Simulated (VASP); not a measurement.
A run of VASP 6.6.1 is set up as follows.

Contents of INCAR:

```
SYSTEM = Hf
PREC = Accurate
ENCUT = 520
EDIFF = 1E-7
ISMEAR = 0
SIGMA = 0.1
LREAL = .FALSE.
LASPH = .TRUE.
NELM = 80
ALGO = Normal
ISIF = 2
LWAVE = .FALSE.
LCHARG = .FALSE.
LDIPOL = .TRUE.
IDIPOL = 3
DIPOL = 0.5 0.5 0.500
GGA = PE
IBRION = 2
NSW = 80
EDIFFG = -0.02
```

Contents of KPOINTS:

```
Automatic mesh
0
G
  12 12 1
  0 0 0
```

The input POSCAR:

```
Hf
1.0
    3.2047644779      0.0000000000      0.0000000000
   -1.6023822390      2.7754074510      0.0000000000
    0.0000000000      0.0000000000     22.6013660601
Hf
4
Direct
    0.3333333333      0.6666666667      0.3318383491
    0.6666666667      0.3333333333      0.4439461164
    0.3333333333      0.6666666667      0.5560538836
    0.6666666667      0.3333333333      0.6681616509
```

Potentials or basis: VASP PAW PBE potentials, release 64 (Hf_pv).

Run with:

```bash
$ cat potpaw_PBE.64/Hf_pv/POTCAR > POTCAR
$ mpirun -np 1 vasp_std > vasp.out
```

**Question.** Estimate the band gap on the k mesh.

**Answer.** Zero (band 20 reaches 0.88 eV, above the bottom of band 21 at -0.62 eV).

**Question.** Estimate the energy gained by relaxing.

**Answer.** 38.7 meV/atom.

The path:
| step | energy change (eV) | largest force (eV/Å) | pressure (GPa) |
| --- | --- | --- | --- |
| 1 | 0.0000 | 0.8633 | -2.05 |
| 2 | -0.0935 | 0.5094 | -1.71 |
| 3 | -0.1465 | 0.1061 | -0.98 |
| 4 | -0.1465 | 0.1225 | -1.01 |
| 5 | -0.1487 | 0.1022 | -0.94 |
| 6 | -0.1532 | 0.0475 | -0.72 |
| 7 | -0.1526 | 0.0907 | -0.27 |
| 8 | -0.1546 | 0.0332 | -0.52 |
| 9 | -0.1546 | 0.0205 | -0.56 |
| 10 | -0.1547 | 0.0009 | -0.55 |

Caveat: spin-orbit coupling is left out, which moves the levels of the heavy elements.
